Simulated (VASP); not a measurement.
Wanted: the native input for a VASP 6.6.1 run.

```yaml
Task: single point
Functional: PBE
Potentials_or_basis: VASP PAW PBE potentials, release 64 (Ga_d, Sn_d, P)
Cutoff: 520 eV
k_mesh: 6 × 6 × 2
Occupations: gaussian, width 0.1 eV
Spin: no spin polarisation
Dipole_correction: no
Further_INCAR_settings: ALGO = Normal; EDIFF = 1e-06; NBANDS = 23
```

The structure of GaSnP lies in POSCAR:

```
GaSnP
1.0
    3.3185984600      0.0000000000      0.0000000000
   -1.6592992300      2.8739905700      0.0000000000
    0.0000000000      0.0000000000      8.5837239900
Ga Sn P
1 1 1
Direct
    0.0000000000      0.0000000000      0.1417770200
    0.0000000000      0.0000000000      0.4465739500
    0.0000000000      0.0000000000      0.8993445000
```

The input as run:

INCAR

```
SYSTEM = GaSnP
PREC = Accurate
ENCUT = 520
EDIFF = 1E-6
ISMEAR = 0
SIGMA = 0.1
LREAL = .FALSE.
LASPH = .TRUE.
NELM = 80
ALGO = Normal
ISIF = 2
LWAVE = .FALSE.
LCHARG = .FALSE.
GGA = PE
NBANDS = 23
```

KPOINTS

```
regular mesh
0
G
  6 6 2
  0 0 0
```

Potentials or basis: VASP PAW PBE potentials, release 64 (Ga_d, Sn_d, P).

Run with:

```bash
$ cat potpaw_PBE.64/Ga_d/POTCAR potpaw_PBE.64/Sn_d/POTCAR potpaw_PBE.64/P/POTCAR > POTCAR
$ mpirun -np 1 vasp_std > vasp.out
```

It gave:

```
Pressure               : 1.5 GPa
Largest force          : 2.975 eV/Å
Band gap on the k mesh : zero (band 16 reaches 6.51 eV, above the bottom of band 17 at 2.60 eV)
```

Caveat: the k points lie up to 0.37 Å⁻¹ apart; spin-orbit coupling is left out, which moves the levels of the heavy elements; forces of over 1 eV/Å act on the atoms, so gaps and moduli don't describe the material at rest.

It took 26 s on 1 thread of Intel(R) Xeon(R) Platinum 8259CL CPU @ 2.50GHz (Skylake/Cascade Lake), on a shared host, peak memory 0.22 GiB.
